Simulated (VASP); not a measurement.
A run of VASP 6.6.1 is set up as follows.

INCAR

```
PREC     = Accurate       # precision mode
ENCUT    = 520            # plane-wave cutoff, eV
EDIFF    = 1E-7           # SCF threshold, eV
ISMEAR   = -1             # smearing method
SIGMA    = 0.1            # smearing width, eV
LREAL    = False          # projectors in reciprocal space
LASPH    = True           # aspherical terms in the spheres
NELM     = 80             # most SCF steps
ALGO     = Normal         # electronic algorithm
ISIF     = 2              # what is computed and relaxed
LWAVE    = False          # write WAVECAR
LCHARG   = True           # write CHGCAR
GGA      = PS             # functional
LELF     = True           # ELF
LVHAR    = True         
NBANDS   = 11             # bands
```

KPOINTS

```
regular mesh
0
Gamma
  7 7 8
```

The input POSCAR:

```
Ba
1.0
    3.9996500000      0.0000000000      0.0000000000
    0.0000000000      3.9996500000      0.0000000000
    0.0000000000      0.0000000000      3.6055390000
Ba
1
Direct
    0.5000000000      0.5000000000      0.5000000000
```

Potentials or basis: VASP PAW PBE potentials, release 64 (Ba_sv).

Run with:

```bash
$ cat potpaw_PBE.64/Ba_sv/POTCAR > POTCAR
$ mpirun -np 1 vasp_std > vasp.out
```

Q: Predict the band gap on the k mesh.

A: Zero (bands 5 and 6 overlap by 0.53 eV).

Q: Predict the pressure.

A: 0.0 GPa.

Stress tensor (GPa, compression positive):
```
-1.23  0.00  0.00
 0.00 -1.23  0.00
 0.00  0.00  2.42
```

Caveat: the PAW data sets were made with another functional, which shifts forces and pressure a little; spin-orbit coupling is left out, which moves the levels of the heavy elements.
